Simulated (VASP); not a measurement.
A run of VASP 6.6.1 is set up as follows.

Contents of INCAR:

```
  PREC = Accurate
  ENCUT = 600
  EDIFF = 1E-7
  ISMEAR = 0
  SIGMA = 0.01
  LREAL = F
  LASPH = T
  NELM = 120
  ALGO = Normal
  ISIF = 3
  LWAVE = F
  LCHARG = F
  GGA = PE
  IBRION = 2
  NSW = 80
  EDIFFG = -0.05
  PSTRESS = 300.0
  GGA_COMPAT = F
  NELMIN = 4
```

KPOINTS

```
regular mesh
0
Gamma
  6 6 4
```

File POSCAR:

```
SiC
1.0
    3.0760000000      0.0000000000      0.0000000000
   -1.5380000000      2.6638940000      0.0000000000
    0.0000000000      0.0000000000      5.0480000000
Si C
2 2
Direct
    0.3333333333      0.6666666667      0.0000000000
    0.6666666667      0.3333333333      0.5000000000
    0.3333333333      0.6666666667      0.3850000000
    0.6666666667      0.3333333333      0.8850000000
```

Potentials or basis: VASP PAW PBE potentials, release 64 (Si, C).

Launch:

```bash
$ cat potpaw_PBE.64/Si/POTCAR potpaw_PBE.64/C/POTCAR > POTCAR
$ mpirun -np 1 vasp_std > vasp.out
```

Predict the relaxed volume.

9.39 Å³/atom.

Predict the band gap on the k mesh.

2.12 eV (least direct gap 4.14 eV).

What does it give for the relaxed cell?

a = 2.981 Å, b = 2.981 Å, c = 4.879 Å, α = 90.00°, β = 90.00°, γ = 120.00°.

Forces in eV/Å, atoms in the order of the input:
```
Si   0.000  0.000  0.011
Si   0.000  0.000  0.011
C    0.000  0.000 -0.011
C    0.000  0.000 -0.011
```

Caveat: the cell is relaxed towards a set pressure, so the run minimises the enthalpy, not the energy. A hybrid or GW would open this gap; PBE tends to underestimate it.
